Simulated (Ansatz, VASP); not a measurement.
## Two plane-wave programs on AgO3

```
Ag O
1.0
     3.54345    0.00000    0.00000
     0.00000    3.54345    0.00000
     0.00000    0.00000    3.54345
Ag O
1 3
Direct
  0.00000 0.00000 0.00000
  0.00000 0.50000 0.50000
  0.50000 0.00000 0.50000
  0.50000 0.50000 0.00000
```

Change from the starting cell: species swapped into the NbIr3 type (Pm-3m, No. 221).

Alike in both runs: functional PBE; k mesh 6 × 6 × 6; occupations gaussian, width 0.1 eV; collinear spin.

Ansatz relaxed the structure, and its values are those at the end. VASP's run is a single point on that final structure, the one shown.

```csv
,VASP,Ansatz
version,VASP 6.6.1,Ansatz 0.2.0
potentials or method,"VASP PAW PBE potentials, release 64 (Ag, O), cutoff 520 eV","scalar-relativistic, plane waves, PAW"
valence electrons in the cell,29,37
```

Ansatz gave:

- gap on the k mesh at the Fermi level (eV): none
- pressure (GPa): 0.0
- net moment per atom (μB): 1.25
- size of the moment on the site where the two differ most (μB): 1.50

Q: What did VASP give for the same quantities?

A: gap on the k mesh at the Fermi level (eV): none; pressure (GPa): -9.2; net moment per atom (μB): 0.00; size of the moment on the site where the two differ most (μB): 0.00.

The net moments are unlike, so the other rows may belong to different states. Site moments also hang on the region over which each program counts them. A gap of «none» marks a metal or a gap that the smearing closes. VASP's potentials hold 29 valence electrons a cell and Ansatz's 37, so a difference there can come from the potentials and not from the codes.
